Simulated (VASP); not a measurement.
Crystal: Be.

```
Be
1.0
     2.07000    0.00000    0.00000
     0.00000    2.07000    0.00000
     0.00000    0.00000    2.07000
Be
1
Cartesian
  0.0000 0.0000 0.0000
```

This isn't the form of Be at room conditions, which is hcp.

```yaml
Program: VASP 6.6.1
Task: relaxation of cell and atoms
Functional: PBEsol
Potentials_or_basis: VASP PAW PBE potentials, release 64 (Be)
Cutoff: 600 eV
k_mesh: 10 × 10 × 10
Occupations: methfessel-paxton, width 0.05 eV
Spin: no spin polarisation
```

At the start: pressure 13.0 GPa; volume 8.87 Å³/atom.

Question: How do energy, volume and symmetry change on relaxing?

Answer: Over 3 steps the energy falls by 50.0 meV/atom and the volume is 10.15 Å³/atom (+14.4 %); space group Pm-3m (No. 221, to 0.1 Å) before and after.

The path:
```csv
step,energy change (eV),largest force (eV/Å),pressure (GPa),volume (Å³)
1,0.0000,0.0000,12.96,8.87
2,-0.0469,0.0000,2.95,9.82
3,-0.0500,0.0000,0.17,10.15
```

Final structure:
```xyz
1
Lattice="2.1649 0.0000 0.0000 0.0000 2.1649 0.0000 0.0000 0.0000 2.1649" Properties=species:S:1:pos:R:3 pbc="T T T"
Be    0.0000    0.0000    0.0000
```

Caveat: the PAW data sets were made with another functional, which shifts forces and pressure a little.
